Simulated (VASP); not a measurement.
# CuAu (P4/mmm) in VASP: single point with LDA

Aim: the single point of CuAu with LDA.

Program: VASP 6.6.1. These are calculated values, not measurements. Logs are shortened: lines on timing, memory, paths and dates and some standing lists are left out, and cuts for length are marked.

**1. The cell of the first run**

Symmetry: P4/mmm, No. 123, tetragonal system. The conventional cell has a = 2.811 Å, b = 2.811 Å, c = 3.685 Å, α = 90.00°, β = 90.00°, γ = 90.00°. Cu (site symmetry 4/mmm) has 8 Au at 2.71 Å and 6 Cu at 2.81 to 3.69 Å within 3.7 Å. Within 3.7 Å of Au (site symmetry 4/mmm) lie 8 Cu at 2.71 Å and 6 Au at 2.81 to 3.69 Å.

**2. Single point, LDA**

File INCAR:

```
SYSTEM = CuAu
PREC = Accurate ; ENCUT = 600
EDIFF = 1E-6 ; ISMEAR = -1
SIGMA = 0.0272 ; LREAL = .FALSE.
LASPH = .TRUE. ; NELM = 120
ALGO = Normal ; ISIF = 2
LWAVE = .FALSE. ; LCHARG = .FALSE.
NBANDS = 18 ; GGA_COMPAT = .FALSE.
```

File KPOINTS:

```
Automatic mesh
0
G
  10 10 8
  0 0 0
```

File POSCAR:

```
CuAu
1.0
    2.8107494552      0.0000000000      0.0000000000
    0.0000000000      2.8107494552      0.0000000000
    0.0000000000      0.0000000000      3.6850000000
Cu Au
1 1
Direct
    0.5000000000      0.5000000000      0.5000000000
    0.0000000000      0.0000000000      0.0000000000
```

Potentials or basis: VASP PAW LDA potentials, release 64 (Cu, Au).

On the command line:

```
cat potpaw_LDA.64/Cu/POTCAR potpaw_LDA.64/Au/POTCAR > POTCAR
mpirun -np 1 vasp_std > vasp.out
```

OUTCAR:

```text
SYSTEM = CuAu
   PREC = Accurate
   ENCUT = 600
   EDIFF = 1E-6
   ISMEAR = -1
   LREAL = .FALSE.
   LASPH = .TRUE.
   NELM = 120
   ISIF = 2

 ion  position               nearest neighbor table
   1  0.500  0.500  0.500-   2 2.71   2 2.71   2 2.71   2 2.71   2 2.71   2 2.71   2 2.71   2 2.71

   2  0.000  0.000  0.000-   1 2.71   1 2.71   1 2.71   1 2.71   1 2.71   1 2.71   1 2.71   1 2.71

  LATTYP: Found a simple tetragonal cell.
 ALAT       =     2.8107494552
 C/A-ratio  =     1.3110382333

  Lattice vectors:

 A1 = (   2.8107494552,   0.0000000000,   0.0000000000)
 A2 = (   0.0000000000,   2.8107494552,   0.0000000000)
 A3 = (   0.0000000000,   0.0000000000,   3.6850000000)

Analysis of symmetry for initial positions (statically):
=====================================================================
 Subroutine PRICEL returns:
 Original cell was already a primitive cell.

 Routine SETGRP: Setting up the symmetry group for a
 simple tetragonal supercell.

 Subroutine GETGRP returns: Found 16 space group operations
 (whereof 16 operations were pure point group operations)
 out of a pool of 16 trial point group operations.

The static configuration has the point symmetry D_4h.

Analysis of symmetry for dynamics (positions and initial velocities):
=====================================================================
 Subroutine PRICEL returns:
 Original cell was already a primitive cell.

 Routine SETGRP: Setting up the symmetry group for a
 simple tetragonal supercell.

 Subroutine GETGRP returns: Found 16 space group operations
 (whereof 16 operations were pure point group operations)
 out of a pool of 16 trial point group operations.

The dynamic configuration has the point symmetry D_4h.

 Subroutine INISYM returns: Found 16 space group operations
 (whereof 16 operations are pure point group operations),
 and found     1 'primitive' translations

----------------------------------------------------------------------------------------

                                     Primitive cell

  volume of cell :      29.1127

  direct lattice vectors                    reciprocal lattice vectors
     2.810749455  0.000000000  0.000000000     0.355776997  0.000000000  0.000000000
     0.000000000  2.810749455  0.000000000     0.000000000  0.355776997  0.000000000
     0.000000000  0.000000000  3.685000000     0.000000000  0.000000000  0.271370421

  length of vectors
     2.810749455  2.810749455  3.685000000     0.355776997  0.355776997  0.271370421

  position of ions in fractional coordinates (direct lattice)
[... 79 lines left out ...]
   EDIFF  = 0.1E-05   stopping-criterion for ELM
   LREAL  =      F    real-space projection
   EDIFFG = 0.1E-04   stopping-criterion for IOM
   NSW    =      0    number of steps for IOM
   IBRION =     -1    ionic relax: 0-MD 1-quasi-New 2-CG
   NFREE  =      0    steps in history (QN), initial steepest desc. (CG)
   ISIF   =      2    stress and relaxation
   ISYM   =      2    0-nonsym 1-usesym 2-fastsym
   POTIM  = 0.5000    time-step for ionic-motion
   TEBEG  =    0.0;   TEEND  =   0.0 temperature during run
   PSTRESS=    0.0 pullay stress
   NELECT =      22.0000    total number of electrons
   NUPDOWN=      -1.0000    fix difference up-down
   EMIN   =  10.00;   EMAX   =-10.00  energy-range for DOS
   EFERMI =   0.00;   METHOD = LEGACY
   ISMEAR =    -1;   SIGMA  =   0.03  broadening in eV -4-tet -1-fermi 0-gaus
   EFERMI_NEDOS =   21; number of points for ismear=-14 and -15
   IALGO  =     38    algorithm
   IMIX   =      4    mixing-type and parameters
     AMIX     =   0.40;   BMIX     =  1.00
     AMIX_MAG =   1.60;   BMIX_MAG =  1.00
  volume/ion in A,a.u.               =      14.56        98.23
  Fermi-wavevector in a.u.,A,eV,Ry     =   1.491152  2.817868 30.253005  2.223533
  Thomas-Fermi vector in A             =   2.603843
   LORBIT       =      0    0 simple, 1 ext, 2 COOP (PROOUT), +10 PAW based schemes
   GGA     = CA    functional components
   LHFCALC =     F    Hartree Fock is set to
   AEXX    =    0.0000 exact exchange contribution
   IVDW    =     0    specifies the selected vdW correction
   LEPSILON=     F    determine dielectric tensor
   LRPA    =     F    only Hartree local field effects (RPA)
 non-spin polarized calculation
  energy-cutoff  :      600.00
  volume of cell :       29.11
 maximum number of plane-waves:       991
 NGX is ok and might be reduce to    24
   NGX = 11   NGY = 11   NGZ = 15

 number of electron      22.0000014 magnetization

 Free energy of the ion-electron system (eV)
  ---------------------------------------------------
  ext. energy  EPLUGINS =         0.00000000
  ---------------------------------------------------
  free energy    TOTEN  =        -9.22057692 eV

  energy without entropy =       -9.21889550  energy(sigma->0) =       -9.21973621

 E-fermi :   8.4873     XC(G=0): -12.9726

 val. band max:        8.4853851690   @ k =   0.5000   0.1000   0.5000
 cond. band min:       8.4952186795   @ k =   0.5000   0.1000   0.3750
 fundamental gap:      0.0098335104
 Fermi energy:         8.4873328584

 k-point     1 :       0.0000    0.0000    0.0000
  band No.  band energies     occupation
      1      -1.2819      2.00000
      2       1.9016      2.00000
      3       2.0647      2.00000
      4       4.4390      2.00000
      5       4.4390      2.00000
      6       5.5224      2.00000
[... 481 lines left out ...]
      5       4.6170      2.00000
      6       5.1992      2.00000
[... 10 lines left out ...]
     17      25.7371      0.00000
     18      26.8301      0.00000

 [... further k-points ...]

------------------------ aborting loop because EDIFF is reached ----------------------------------------

  FORCE on cell =-STRESS in cart. coord.  units (eV):
  Direction    XX          YY          ZZ          XY          YZ          ZX
  --------------------------------------------------------------------------------------
  -------------------------------------------------------------------------------------
  Total       -1.4148196     -1.4148196     -1.6936909      0.0000000      0.0000000      0.0000000
  in kB      -77.8627777    -77.8627777    -93.2100990      0.0000000      0.0000000      0.0000000
  external PRESSURE =     -82.9785515 kB  Pullay stress =       0.0000000 kB

 VOLUME and BASIS-vectors are now :
 -----------------------------------------------------------------------------
  energy-cutoff  :      600.00
  volume of cell :       29.11
      direct lattice vectors                 reciprocal lattice vectors
     2.810749455  0.000000000  0.000000000     0.355776997  0.000000000  0.000000000
     0.000000000  2.810749455  0.000000000     0.000000000  0.355776997  0.000000000
     0.000000000  0.000000000  3.685000000     0.000000000  0.000000000  0.271370421

 POSITION                                       TOTAL-FORCE (eV/Angst)
 -----------------------------------------------------------------------------------
      1.40537      1.40537      1.84250         0.000000      0.000000      0.000000
      0.00000      0.00000      0.00000         0.000000      0.000000      0.000000
 -----------------------------------------------------------------------------------
    total drift:                                0.000000      0.000000     -0.000000

  FREE ENERGIE OF THE ION-ELECTRON SYSTEM (eV)
  ---------------------------------------------------
  free  energy   TOTEN  =        -9.2205769234 eV

  energy  without entropy=       -9.2188955020  energy(sigma->0) =       -9.21973621
```

stdout:

```text
POSCAR found type information on POSCAR CuAu
 POSCAR found :  2 types and       2 ions
 scaLAPACK will be used
 LDA part: xc-table for (Slater(with rela. corr.)+CA(PZ))
 , standard interpolation
 POSCAR, INCAR and KPOINTS ok, starting setup
 FFT: planning ... GRIDC
 FFT: planning ... GRID_SOFT
 FFT: planning ... GRID
 WAVECAR not read
 entering main loop
```

It took 80 s on 1 thread of Intel Xeon 8259CL, shared host; peak memory 0.19 GiB.

What came out:

```
Free energy            : -9.2206 eV
Pressure               : -8.3 GPa
Band gap on the k mesh : zero (bands 11 and 12 overlap by 7.28 eV)
```

Stress tensor (GPa, compression positive):
```
-7.79  0.00  0.00
 0.00 -7.79  0.00
 0.00  0.00 -9.32
```

Levels at points of the mesh, in eV from the Fermi level:
| k point | band 9 | band 10 | band 11 | band 12 | band 13 | band 14 |
| --- | --- | --- | --- | --- | --- | --- |
| (0.00, 0.00, 0.00) | -1.70 | -1.48 | -1.48 | 2.09 | 8.03 | 9.97 |
| (0.50, 0.00, 0.00) | -2.43 | -2.23 | -0.88 | -0.11 | 9.41 | 9.51 |
| (0.50, 0.50, 0.00) | -1.39 | -1.39 | 0.67 | 0.67 | 5.16 | 6.81 |
| (0.00, 0.00, 0.50) | -2.37 | -2.36 | -2.36 | -2.00 | 14.42 | 14.57 |
| (0.50, 0.00, 0.50) | -1.61 | -1.55 | -1.03 | -1.02 | 2.68 | 4.37 |
| (0.50, 0.50, 0.50) | -1.66 | -1.60 | 5.27 | 5.51 | 5.51 | 6.16 |

Caveat: the cell stands under tension; spin-orbit coupling is left out, which moves the levels of the heavy elements.
